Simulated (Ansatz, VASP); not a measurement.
# GaN in VASP and in Ansatz

```
Ga N
1.0
     3.11949    0.00000    0.00000
    -1.55974    2.70155    0.00000
     0.00000    0.00000    5.23309
Ga N
2 2
Direct
  0.33333 0.66667 0.00167
  0.66667 0.33333 0.50167
  0.33333 0.66667 0.37333
  0.66667 0.33333 0.87333
```

Change from the starting cell: epitaxial_xy strain -2.0%.

Alike in both runs: task single point; functional r2SCAN; k mesh 12 × 12 × 6; no spin polarisation.

```csv
,VASP,Ansatz
version,VASP 6.6.1,Ansatz 0.2.0
potentials or method,"VASP PAW PBE potentials, release 64 (Ga_d, N)","plane waves, PAW"
plane-wave cutoff (eV),520,500
occupations,"gaussian, width 0.01 eV",fixed
valence electrons in the cell,36,36
```

|  | VASP | Ansatz | Ansatz less VASP |
| --- | --- | --- | --- |
| gap on the k mesh at the Fermi level (eV) | 2.41 | 2.42 | +0.010 |
| pressure (GPa) | 7.6 | 6.5 | -1.17 |
| traceless stress, the component that is largest in VASP (GPa) | -6.53 | -6.46 | +0.070 |
| rms of the force components (eV/Å) | 0.010 | 0.000 | -0.0094 |

VASP's potentials were made for PBE, not for r2SCAN. Atom by atom the forces differ by 0.009 eV/Å (rms over components).
